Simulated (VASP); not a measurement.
Input of a VASP 6.6.1 run:

POSCAR

```
SrO
1.0
    0.0000000000      2.7922805169      2.7922805169
    2.7922805169      0.0000000000      2.7922805169
    2.7922805169      2.7922805169      0.0000000000
Sr O
1 1
Direct
    0.0000000000      0.0000000000      0.0000000000
    0.2500000000      0.2500000000      0.2500000000
```

File INCAR.step1:

```
PREC = Accurate ; ENCUT = 520
EDIFF = 1E-5 ; ISMEAR = 1
SIGMA = 0.5 ; LREAL = F
LASPH = T ; NELM = 60
ALGO = Normal ; ISIF = 2
LWAVE = T ; LCHARG = F
GGA = PE ; NBANDS = 15
```

Contents of INCAR.step2:

```
PREC = Accurate ; ENCUT = 520
EDIFF = 1E-6 ; ISMEAR = 1
SIGMA = 0.5 ; LREAL = F
LASPH = T ; NELM = 60
ALGO = Normal ; ISIF = 2
LWAVE = F ; LCHARG = F
GGA = PE ; LHFCALC = T
HFSCREEN = 0.2079 ; PRECFOCK = Normal
ISTART = 1 ; NBANDS = 15
```

File KPOINTS:

```
Automatic mesh
0
Gamma
  4 4 4
```

Potentials or basis: VASP PAW PBE potentials, release 64 (Sr_sv, O).

Command:

```sh
$ cat potpaw_PBE.64/Sr_sv/POTCAR potpaw_PBE.64/O/POTCAR > POTCAR
$ cp INCAR.step1 INCAR
$ mpirun -np 1 vasp_std > vasp.out
$ cp INCAR.step2 INCAR
$ mpirun -np 1 vasp_std > vasp.out
```

Problem. Estimate the pressure.

Solution. -0.3 GPa.

Problem. Predict the band gap on the k mesh.

Solution. 3.85 eV, indirect (least direct gap 4.76 eV).

Caveat: the k points lie up to 0.49 Å⁻¹ apart; the PAW data sets were made with another functional, which shifts forces and pressure a little. A k mesh can miss the band edges.
